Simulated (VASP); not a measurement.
Here is a VASP 6.6.1 calculation.

Contents of INCAR:

```
SYSTEM = Y
ALGO = Normal
EDIFF = 1E-6
ENCUT = 520
GGA = PE
ISIF = 2
ISMEAR = -1
LASPH = .TRUE.
LCHARG = .FALSE.
LREAL = .FALSE.
LWAVE = .FALSE.
NBANDS = 18
NELM = 80
PREC = Accurate
SIGMA = 0.05
```

File KPOINTS:

```
k-points
0
G
  14 14 7
  0 0 0
```

File POSCAR:

```
Y
1.0
    3.1256247612      0.0000000000      0.0000000000
   -1.5628123806      2.7068704459      0.0000000000
    0.0000000000      0.0000000000      5.0543839094
Y
2
Direct
    0.3333333333      0.6666666667      0.2500000000
    0.6666666667      0.3333333333      0.7500000000
```

Potentials or basis: VASP PAW PBE potentials, release 64 (Y_sv).

Command:

```sh
$ cat potpaw_PBE.64/Y_sv/POTCAR > POTCAR
$ mpirun -np 1 vasp_std > vasp.out
```

Problem. What does it give for the pressure?

Solution. 31.6 GPa.

Problem. Estimate the band gap on the k mesh.

Solution. Zero (bands 11 and 12 overlap by 2.51 eV).

Stress tensor (GPa, compression positive):
```
31.60  0.00  0.00
 0.00 31.60  0.00
 0.00  0.00 31.52
```

Caveat: the cell stands under pressure.
